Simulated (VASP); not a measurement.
# Ru (Fm-3m) in VASP: single point with LDA

Aim: the single point of Ru with LDA.

All numbers are computed with VASP 6.6.1; they aren't measurements. Logs are shortened: lines on timing, memory, paths and dates and some standing lists are left out, and cuts for length are marked.

### 1 The cell of the first run

Symmetry: Fm-3m, No. 225, cubic system. The conventional cell has a = 3.715 Å, b = 3.715 Å, c = 3.715 Å, α = 90.00°, β = 90.00°, γ = 90.00°. Ru (site symmetry m-3m) has 12 Ru at 2.63 Å within 3.5 Å.

This isn't the form of Ru at room conditions, which is hcp.

### 2 Single point, LDA (strain -0.030 along x and y, -0.030 along z)

Contents of INCAR:

```
SYSTEM = Ru
ALGO = Normal
EDIFF = 1E-6
ENCUT = 560
GGA_COMPAT = .False.
ISIF = 2
ISMEAR = 0
LASPH = .True.
LCHARG = .False.
LREAL = .False.
LWAVE = .False.
NBANDS = 14
NELM = 120
PREC = Accurate
SIGMA = 0.15
```

Contents of KPOINTS:

```
k-points
0
Gamma
  22 22 22
  0 0 0
```

Contents of POSCAR:

```
Ru
1.0
    0.0000000000      1.8575500000      1.8575500000
    1.8575500000      0.0000000000      1.8575500000
    1.8575500000      1.8575500000      0.0000000000
Ru
1
Direct
    0.0000000000      0.0000000000      0.0000000000
```

Potentials or basis: VASP PAW LDA potentials, release 64 (Ru_sv).

Started as:

```bash
> cat potpaw_LDA.64/Ru_sv/POTCAR > POTCAR
> mpirun -np 1 vasp_std > vasp.out
```

OUTCAR:

```text
SYSTEM = Ru
   EDIFF = 1E-6
   ENCUT = 560
   ISIF = 2
   ISMEAR = 0
   LASPH = .True.
   LREAL = .False.
   NELM = 120
   PREC = Accurate

 ion  position               nearest neighbor table
   1  0.000  0.000  0.000-

  LATTYP: Found a face centered cubic cell.
 ALAT       =     3.7151000000

  Lattice vectors:

 A1 = (   0.0000000000,   1.8575500000,   1.8575500000)
 A2 = (   1.8575500000,   0.0000000000,   1.8575500000)
 A3 = (   1.8575500000,   1.8575500000,   0.0000000000)

Analysis of symmetry for initial positions (statically):
=====================================================================
 Subroutine PRICEL returns:
 Original cell was already a primitive cell.

 Routine SETGRP: Setting up the symmetry group for a
 face centered cubic supercell.

 Subroutine GETGRP returns: Found 48 space group operations
 (whereof 48 operations were pure point group operations)
 out of a pool of 48 trial point group operations.

The static configuration has the point symmetry O_h .

Analysis of symmetry for dynamics (positions and initial velocities):
=====================================================================
 Subroutine PRICEL returns:
 Original cell was already a primitive cell.

 Routine SETGRP: Setting up the symmetry group for a
 face centered cubic supercell.

 Subroutine GETGRP returns: Found 48 space group operations
 (whereof 48 operations were pure point group operations)
 out of a pool of 48 trial point group operations.

The dynamic configuration has the point symmetry O_h .

 Subroutine INISYM returns: Found 48 space group operations
 (whereof 48 operations are pure point group operations),
 and found     1 'primitive' translations

----------------------------------------------------------------------------------------

                                     Primitive cell

  volume of cell :      12.8189

  direct lattice vectors                    reciprocal lattice vectors
     0.000000000  1.857550000  1.857550000    -0.269171758  0.269171758  0.269171758
     1.857550000  0.000000000  1.857550000     0.269171758 -0.269171758  0.269171758
     1.857550000  1.857550000  0.000000000     0.269171758  0.269171758 -0.269171758

  length of vectors
     2.626972403  2.626972403  2.626972403     0.466219162  0.466219162  0.466219162

  position of ions in fractional coordinates (direct lattice)
     0.000000000  0.000000000  0.000000000

  ion indices of the primitive-cell ions
   primitive index   ion index
                 1           1
[... 80 lines left out ...]
   POTIM  = 0.5000    time-step for ionic-motion
   TEBEG  =    0.0;   TEEND  =   0.0 temperature during run
   PSTRESS=    0.0 pullay stress
   NELECT =      16.0000    total number of electrons
   NUPDOWN=      -1.0000    fix difference up-down
   EMIN   =  10.00;   EMAX   =-10.00  energy-range for DOS
   EFERMI =   0.00;   METHOD = LEGACY
   ISMEAR =     0;   SIGMA  =   0.15  broadening in eV -4-tet -1-fermi 0-gaus
   EFERMI_NEDOS =   21; number of points for ismear=-14 and -15
   IALGO  =     38    algorithm
   IMIX   =      4    mixing-type and parameters
     AMIX     =   0.40;   BMIX     =  1.00
     AMIX_MAG =   1.60;   BMIX_MAG =  1.00
  volume/ion in A,a.u.               =      12.82        86.51
  Fermi-wavevector in a.u.,A,eV,Ry     =   1.762643  3.330912 42.272072  3.106910
  Thomas-Fermi vector in A             =   2.830975
   LORBIT       =      0    0 simple, 1 ext, 2 COOP (PROOUT), +10 PAW based schemes
   GGA     = CA    functional components
   LHFCALC =     F    Hartree Fock is set to
   AEXX    =    0.0000 exact exchange contribution
   IVDW    =     0    specifies the selected vdW correction
   LEPSILON=     F    determine dielectric tensor
   LRPA    =     F    only Hartree local field effects (RPA)
 non-spin polarized calculation
 Gauss-broadening in eV      SIGMA  =   0.15
  energy-cutoff  :      560.00
  volume of cell :       12.82
 maximum number of plane-waves:       396
   NGX = 11   NGY = 11   NGZ = 11

 number of electron      16.0000000 magnetization

 Free energy of the ion-electron system (eV)
  ---------------------------------------------------
  ext. energy  EPLUGINS =         0.00000000
  ---------------------------------------------------
  free energy    TOTEN  =       -10.57534482 eV

  energy without entropy =      -10.56596645  energy(sigma->0) =      -10.57065563

 E-fermi :  16.0661     XC(G=0): -14.8753

 val. band max:       16.0435633213   @ k =   0.1364   0.0909   0.0455
 cond. band min:      16.0735066950   @ k =  -0.0909   0.0909   0.0000
 fundamental gap:      0.0299433737
 Fermi energy:        16.0660604994

 k-point     1 :       0.0000    0.0000    0.0000
  band No.  band energies     occupation
      1     -56.6779      2.00000
      2     -26.1415      2.00000
      3     -26.1415      2.00000
      4     -26.1415      2.00000
      5       7.8009      2.00000
      6      13.2383      2.00000
      7      13.2383      2.00000
      8      13.2383      2.00000
      9      15.9433      1.75284
     10      15.9433      1.75284
     11      30.9662      0.00000
     12      36.9208      0.00000
     13      36.9208      0.00000
     14      36.9208      0.00000
[... 377 lines left out ...]
      1     -56.4422      2.00000
      2     -27.4354      2.00000
      3     -26.3368      2.00000
      4     -26.3161      2.00000
      5       9.6084      2.00000
      6      13.0404      2.00000
      7      13.1717      2.00000
      8      16.4531      0.00026
      9      17.8772      0.00000
     10      18.6668      0.00000
     11      26.9723      0.00000
     12      30.8530      0.00000
     13      37.3127      0.00000
     14      37.7203      0.00000

 [... further k-points ...]

------------------------ aborting loop because EDIFF is reached ----------------------------------------

  FORCE on cell =-STRESS in cart. coord.  units (eV):
  Direction    XX          YY          ZZ          XY          YZ          ZX
  --------------------------------------------------------------------------------------
  -------------------------------------------------------------------------------------
  Total        0.8087697      0.8087697      0.8087697      0.0000000      0.0000000     -0.0000000
  in kB      101.0843489    101.0843489    101.0843489      0.0000000      0.0000000     -0.0000000
  external PRESSURE =     101.0843489 kB  Pullay stress =       0.0000000 kB

 VOLUME and BASIS-vectors are now :
 -----------------------------------------------------------------------------
  energy-cutoff  :      560.00
  volume of cell :       12.82
      direct lattice vectors                 reciprocal lattice vectors
     0.000000000  1.857550000  1.857550000    -0.269171758  0.269171758  0.269171758
     1.857550000  0.000000000  1.857550000     0.269171758 -0.269171758  0.269171758
     1.857550000  1.857550000  0.000000000     0.269171758  0.269171758 -0.269171758

 POSITION                                       TOTAL-FORCE (eV/Angst)
 -----------------------------------------------------------------------------------
      0.00000      0.00000      0.00000         0.000000     -0.000000     -0.000000
 -----------------------------------------------------------------------------------
    total drift:                                0.000000     -0.000000     -0.000000

  FREE ENERGIE OF THE ION-ELECTRON SYSTEM (eV)
  ---------------------------------------------------
  free  energy   TOTEN  =       -10.5753448223 eV

  energy  without entropy=      -10.5659664451  energy(sigma->0) =      -10.57065563
```

Run time: 21 s. Hardware: 1 thread of Intel Xeon Platinum 8559C (Emerald Rapids), shared host; peak memory 0.16 GiB.

What came out:

- Free energy: -10.5753 eV
- Pressure: 10.1 GPa
- Band gap on the k mesh: zero (bands 8 and 9 overlap by 3.94 eV)

Caveat: the cell differs from its parent crystal (strain -0.030 along x and y, -0.030 along z); the cell stands under pressure.

The gap in the log of VASP goes by the Fermi energy; the results here count the filled bands.